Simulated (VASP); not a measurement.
# Rh (Im-3m) in VASP: a series of runs

Rh is run at these levels: RPBE; tasks: single point.

Everything below comes from runs of VASP 6.6.1. Logs are shortened: lines on timing, memory, paths and dates and some standing lists are left out, and cuts for length are marked.

## 1. The cell of the first run

Symmetry: Im-3m, No. 229, cubic system. Conventional cell: a = 3.093 Å, b = 3.093 Å, c = 3.093 Å, α = 90.00°, β = 90.00°, γ = 90.00°. Within 3.5 Å of Rh (site symmetry m-3m) lie 14 Rh at 2.68 to 3.09 Å.

## 2. Single point, RPBE

INCAR reads:

```
PREC = Accurate
ENCUT = 520
EDIFF = 1E-7
ISMEAR = -1
SIGMA = 0.1
LREAL = False
LASPH = True
NELM = 80
ALGO = Normal
ISIF = 2
LWAVE = False
LCHARG = False
GGA = RP
NBANDS = 14
```

KPOINTS reads:

```
Automatic mesh
0
Gamma
  15 15 15
```

POSCAR reads:

```
Rh
1.0
   -1.5463156713      1.5463156713      1.5463156713
    1.5463156713     -1.5463156713      1.5463156713
    1.5463156713      1.5463156713     -1.5463156713
Rh
1
Direct
    0.0000000000      0.0000000000      0.0000000000
```

Potentials or basis: VASP PAW PBE potentials, release 64 (Rh_pv).

Run with:

```console
$ cat potpaw_PBE.64/Rh_pv/POTCAR > POTCAR
$ mpirun -np 1 vasp_std > vasp.out
```

OUTCAR:

```text
PREC = Accurate
   ENCUT = 520
   EDIFF = 1E-7
   ISMEAR = -1
   LREAL = False
   LASPH = True
   NELM = 80
   ISIF = 2
   GGA = RP

 ion  position               nearest neighbor table
   1  0.000  0.000  0.000-

  LATTYP: Found a body centered cubic cell.
 ALAT       =     3.0926313426

  Lattice vectors:

 A1 = (  -1.5463156713,   1.5463156713,   1.5463156713)
 A2 = (   1.5463156713,  -1.5463156713,   1.5463156713)
 A3 = (   1.5463156713,   1.5463156713,  -1.5463156713)

Analysis of symmetry for initial positions (statically):
=====================================================================
 Subroutine PRICEL returns:
 Original cell was already a primitive cell.

 Routine SETGRP: Setting up the symmetry group for a
 body centered cubic supercell.

 Subroutine GETGRP returns: Found 48 space group operations
 (whereof 48 operations were pure point group operations)
 out of a pool of 48 trial point group operations.

The static configuration has the point symmetry O_h .

Analysis of symmetry for dynamics (positions and initial velocities):
=====================================================================
 Subroutine PRICEL returns:
 Original cell was already a primitive cell.

 Routine SETGRP: Setting up the symmetry group for a
 body centered cubic supercell.

 Subroutine GETGRP returns: Found 48 space group operations
 (whereof 48 operations were pure point group operations)
 out of a pool of 48 trial point group operations.

The dynamic configuration has the point symmetry O_h .

 Subroutine INISYM returns: Found 48 space group operations
 (whereof 48 operations are pure point group operations),
 and found     1 'primitive' translations

----------------------------------------------------------------------------------------

                                     Primitive cell

  volume of cell :      14.7895

  direct lattice vectors                    reciprocal lattice vectors
    -1.546315671  1.546315671  1.546315671     0.000000000  0.323349242  0.323349242
     1.546315671 -1.546315671  1.546315671     0.323349242  0.000000000  0.323349242
     1.546315671  1.546315671 -1.546315671     0.323349242  0.323349242  0.000000000

  length of vectors
     2.678297307  2.678297307  2.678297307     0.457284883  0.457284883  0.457284883

  position of ions in fractional coordinates (direct lattice)
     0.000000000  0.000000000  0.000000000

  ion indices of the primitive-cell ions
   primitive index   ion index
                 1           1

----------------------------------------------------------------------------------------

 KPOINTS: Automatic mesh

Automatic generation of k-mesh.
 Grid dimensions read from file:
 generate k-points for:   15   15   15

 Generating k-lattice:

  Cartesian coordinates                     Fractional coordinates (reciprocal lattice)
     0.000000000  0.021556616  0.021556616     0.066666667  0.000000000  0.000000000
     0.021556616  0.000000000  0.021556616     0.000000000  0.066666667  0.000000000
     0.021556616  0.021556616  0.000000000     0.000000000  0.000000000  0.066666667

  Length of vectors
     0.030485659  0.030485659  0.030485659

  Shift w.r.t. Gamma in fractional coordinates (k-lattice)
     0.000000000  0.000000000  0.000000000

 Subroutine IBZKPT returns following result:
 ===========================================

 Found    120 irreducible k-points:

 Following reciprocal coordinates:
            Coordinates               Weight
  0.000000  0.000000  0.000000      1.000000
  0.066667  0.000000  0.000000     12.000000
  0.133333  0.000000  0.000000     12.000000
  0.200000  0.000000  0.000000     12.000000
  0.266667  0.000000  0.000000     12.000000
  0.333333  0.000000  0.000000     12.000000
[... 16 lines left out ...]
  0.333333  0.200000  0.000000     48.000000
  0.400000  0.200000  0.000000     24.000000
 [... further k-points ...]
   k-points           NKPTS =    120   k-points in BZ     NKDIM =    120   number of bands    NBANDS=     14
   number of dos      NEDOS =    301   number of ions     NIONS =      1
   total plane-waves  NPLWV =   8000
   dimension x,y,z NGX =    20 NGY =   20 NGZ =   20
   dimension x,y,z NGXF=    40 NGYF=   40 NGZF=   40
   ions per type =               1
   NGX,Y,Z   is equivalent  to a cutoff of  12.41, 12.41, 12.41 a.u.
   NGXF,Y,Z  is equivalent  to a cutoff of  24.83, 24.83, 24.83 a.u.
 SYSTEM =  unknown system
   PREC   = accura    normal or accurate (medium, high low for compatibility)
   ISTART =      0    job   : 0-new  1-cont  2-samecut
   ICHARG =      2    charge: 1-file 2-atom 10-const
   ISPIN  =      1    spin polarized calculation?
   LNONCOLLINEAR =      F non collinear calculations
   LSORBIT =      F    spin-orbit coupling
   LASPH  =      T    aspherical Exc in radial PAW
   ENCUT  =  520.0 eV  38.22 Ry    6.18 a.u.   4.98  4.98  4.98*2*pi/ulx,y,z
   NELM   =     80;   NELMIN=  2; NELMDL= -5     # of ELM steps
   EDIFF  = 0.1E-06   stopping-criterion for ELM
   LREAL  =      F    real-space projection
   EDIFFG = 0.1E-05   stopping-criterion for IOM
   NSW    =      0    number of steps for IOM
   IBRION =     -1    ionic relax: 0-MD 1-quasi-New 2-CG
   NFREE  =      0    steps in history (QN), initial steepest desc. (CG)
   ISIF   =      2    stress and relaxation
   ISYM   =      2    0-nonsym 1-usesym 2-fastsym
   POTIM  = 0.5000    time-step for ionic-motion
   TEBEG  =    0.0;   TEEND  =   0.0 temperature during run
   PSTRESS=    0.0 pullay stress
   NELECT =      15.0000    total number of electrons
   NUPDOWN=      -1.0000    fix difference up-down
   EMIN   =  10.00;   EMAX   =-10.00  energy-range for DOS
   EFERMI =   0.00;   METHOD = LEGACY
   ISMEAR =    -1;   SIGMA  =   0.10  broadening in eV -4-tet -1-fermi 0-gaus
   EFERMI_NEDOS =   21; number of points for ismear=-14 and -15
   IALGO  =     38    algorithm
   IMIX   =      4    mixing-type and parameters
     AMIX     =   0.40;   BMIX     =  1.00
     AMIX_MAG =   1.60;   BMIX_MAG =  1.00
  volume/ion in A,a.u.               =      14.79        99.80
  Fermi-wavevector in a.u.,A,eV,Ry     =   1.644828  3.108274 36.809996  2.705458
  Thomas-Fermi vector in A             =   2.734728
   LORBIT       =      0    0 simple, 1 ext, 2 COOP (PROOUT), +10 PAW based schemes
   GGA     = RP    functional components
   LHFCALC =     F    Hartree Fock is set to
   AEXX    =    0.0000 exact exchange contribution
   IVDW    =     0    specifies the selected vdW correction
   LEPSILON=     F    determine dielectric tensor
   LRPA    =     F    only Hartree local field effects (RPA)
 non-spin polarized calculation
  energy-cutoff  :      520.00
  volume of cell :       14.79
 maximum number of plane-waves:       410
   NGX =  9   NGY =  9   NGZ =  9

 number of electron      15.0000009 magnetization

 Free energy of the ion-electron system (eV)
  ---------------------------------------------------
  ext. energy  EPLUGINS =         0.00000000
  ---------------------------------------------------
  free energy    TOTEN  =        -6.31832523 eV

  energy without entropy =       -6.24078945  energy(sigma->0) =       -6.27955734

 E-fermi :  10.5714     XC(G=0): -13.4421

 val. band max:       10.5456487437   @ k =   0.4000   0.1333   0.0667
 cond. band min:      10.5885167334   @ k =  -0.4000   0.4000   0.4000
 fundamental gap:      0.0428679897
 Fermi energy:        10.5713973068

 k-point     1 :       0.0000    0.0000    0.0000
  band No.  band energies     occupation
      1     -35.3964      2.00000
      2     -35.3964      2.00000
      3     -35.3964      2.00000
      4       3.3235      2.00000
      5       7.9023      2.00000
      6       7.9023      2.00000
      7       7.9023      2.00000
      8      10.1437      1.97261
      9      10.1437      1.97261
     10      28.9587      0.00000
     11      28.9587      0.00000
     12      28.9587      0.00000
     13      31.8217      0.00000
     14      38.2869      0.00000

 k-point     2 :       0.0667    0.0000    0.0000
  band No.  band energies     occupation
      1     -35.4223      2.00000
      2     -35.4050      2.00000
      3     -35.3963      2.00000
      4       3.5001      2.00000
      5       7.8338      2.00000
      6       7.9017      2.00000
      7       8.0392      2.00000
      8      10.0598      1.98807
      9      10.1485      1.97127
     10      28.9889      0.00000
     11      29.0169      0.00000
     12      29.2025      0.00000
     13      31.8217      0.00000
     14      36.8717      0.00000

 k-point     3 :       0.1333    0.0000    0.0000
  band No.  band energies     occupation
      1     -35.4950      2.00000
      2     -35.4294      2.00000
      3     -35.3962      2.00000
      4       3.9989      2.00000
      5       7.6452      2.00000
      6       7.8915      2.00000
      7       8.4391      2.00000
      8       9.8811      1.99799
      9      10.1661      1.96586
     10      28.8040      0.00000
     11      29.0127      0.00000
     12      29.9027      0.00000
     13      31.8213      0.00000
     14      35.3649      0.00000
[... 324 lines left out ...]
 k-point    23 :       0.3333    0.2000    0.0000
  band No.  band energies     occupation
      1     -35.8967      2.00000
      2     -35.6530      2.00000
      3     -35.4528      2.00000
      4       5.9950      2.00000
      5       6.8353      2.00000
      6       8.4722      2.00000
      7       9.9881      1.99416
      8      10.7270      0.34838
      9      14.9450      0.00000
     10      20.3208      0.00000
     11      23.3670      0.00000
     12      27.8647      0.00000
     13      31.8221      0.00000
     14      33.6891      0.00000

 k-point    24 :       0.4000    0.2000    0.0000
  band No.  band energies     occupation
      1     -35.9060      2.00000
      2     -35.6694      2.00000
      3     -35.4538      2.00000
      4       5.9456      2.00000
      5       6.8062      2.00000
      6       8.6157      2.00000
      7      10.0478      1.98941
      8      10.8099      0.16857
      9      15.8473      0.00000
     10      19.2045      0.00000
     11      23.0941      0.00000
     12      27.6723      0.00000
     13      31.8220      0.00000
     14      34.2679      0.00000

 [... further k-points ...]
[... 5 lines left out ...]
  --------------------------------------------------------------------------------------
  -------------------------------------------------------------------------------------
  Total        0.0114992      0.0114992      0.0114992      0.0000000      0.0000000      0.0000000
  in kB        1.2457249      1.2457249      1.2457249      0.0000000      0.0000000      0.0000000
  external PRESSURE =       1.2457249 kB  Pullay stress =       0.0000000 kB

 VOLUME and BASIS-vectors are now :
 -----------------------------------------------------------------------------
  energy-cutoff  :      520.00
  volume of cell :       14.79
      direct lattice vectors                 reciprocal lattice vectors
    -1.546315671  1.546315671  1.546315671     0.000000000  0.323349242  0.323349242
     1.546315671 -1.546315671  1.546315671     0.323349242  0.000000000  0.323349242
     1.546315671  1.546315671 -1.546315671     0.323349242  0.323349242  0.000000000

 POSITION                                       TOTAL-FORCE (eV/Angst)
 -----------------------------------------------------------------------------------
      0.00000      0.00000      0.00000         0.000000      0.000000      0.000000
 -----------------------------------------------------------------------------------
    total drift:                                0.000000     -0.000000      0.000000

  FREE ENERGIE OF THE ION-ELECTRON SYSTEM (eV)
  ---------------------------------------------------
  free  energy   TOTEN  =        -6.3183252284 eV

  energy  without entropy=       -6.2407894540  energy(sigma->0) =       -6.27955734
```

It took 14 s on 1 thread of Intel Xeon Platinum 8488C (Sapphire Rapids), shared host; peak memory 0.14 GiB.

What came out:

```yaml
Free_energy: -6.3183 eV
Pressure: 0.1 GPa
```

Caveat: the PAW data sets were made with another functional, which shifts forces and pressure a little.

## 3. Single point, RPBE (volume scaled by 0.88)

INCAR reads:

```
SYSTEM = Rh
PREC = Accurate
ENCUT = 520
EDIFF = 1E-6
ISMEAR = -1
SIGMA = 0.1
LREAL = .FALSE.
LASPH = .TRUE.
NELM = 60
ALGO = Normal
ISIF = 2
LWAVE = .FALSE.
LCHARG = .FALSE.
GGA = RP
NBANDS = 14
```

KPOINTS reads:

```
Automatic mesh
0
G
  16 16 16
  0 0 0
```

POSCAR reads:

```
Rh
1.0
   -1.4818095225      1.4818095225      1.4818095225
    1.4818095225     -1.4818095225      1.4818095225
    1.4818095225      1.4818095225     -1.4818095225
Rh
1
Direct
    0.0000000000      0.0000000000      0.0000000000
```

Potentials or basis: VASP PAW PBE potentials, release 64 (Rh_pv).

Run with:

```console
$ cat potpaw_PBE.64/Rh_pv/POTCAR > POTCAR
$ mpirun -np 1 vasp_std > vasp.out
```

Wall time 15 s (1 thread of Intel Xeon Platinum 8488C (Sapphire Rapids), shared host); peak memory 0.14 GiB.

It converged, with:

- Free energy: -6.1324 eV
- Pressure: 38.1 GPa

Levels at points of the mesh, in eV from the Fermi level:
```csv
k point,band 6,band 7,band 8,band 9,band 10,band 11
"(0.00, 0.00, 0.00)",-3.22,-3.22,-0.53,-0.53,18.59,18.59
"(0.50, 0.00, 0.00)",-0.57,-0.12,1.35,1.82,10.23,14.76
"(0.50, 0.50, 0.50)",1.24,1.24,1.24,9.92,9.92,9.92
```

Caveat: the PAW data sets were made with another functional, which shifts forces and pressure a little.
